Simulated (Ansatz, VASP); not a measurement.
**CuI: VASP beside Ansatz**

```
CELL_PARAMETERS angstrom
4.09475 0.00000 0.00000
-2.04738 3.54616 0.00000
0.00000 0.00000 7.21002
ATOMIC_POSITIONS crystal
Cu 0.66667 0.33333 0.59264
Cu 0.33333 0.66667 0.40736
I 0.33333 0.66667 0.76450
I 0.66667 0.33333 0.23550
```

Alike in both runs: task single point; functional PBE; k mesh 12 × 12 × 4; no spin polarisation.

|  | VASP | Ansatz |
| --- | --- | --- |
| version | VASP 6.6.1 | Ansatz 0.2.0 |
| potentials or method | VASP PAW PBE potentials, release 64 (Cu, I) | plane waves, PAW |
| plane-wave cutoff (eV) | 520 | 420 |
| occupations | gaussian, width 0.01 eV | fixed |
| valence electrons in the cell | 36 | 72 |

```tsv
	VASP	Ansatz	Ansatz less VASP
gap on the k mesh at the Fermi level (eV)	1.67	1.66	-0.011
pressure (GPa)	2.3	2.2	-0.09
traceless stress, the component that is largest in VASP (GPa)	0.22	0.23	+0.001
rms of the force components (eV/Å)	0.069	0.064	-0.0046
```

Atom by atom the forces differ by 0.005 eV/Å (rms over components). VASP's potentials hold 36 valence electrons a cell and Ansatz's 72, so a difference there can come from the potentials and not from the codes.

Neither program's run includes spin-orbit coupling.
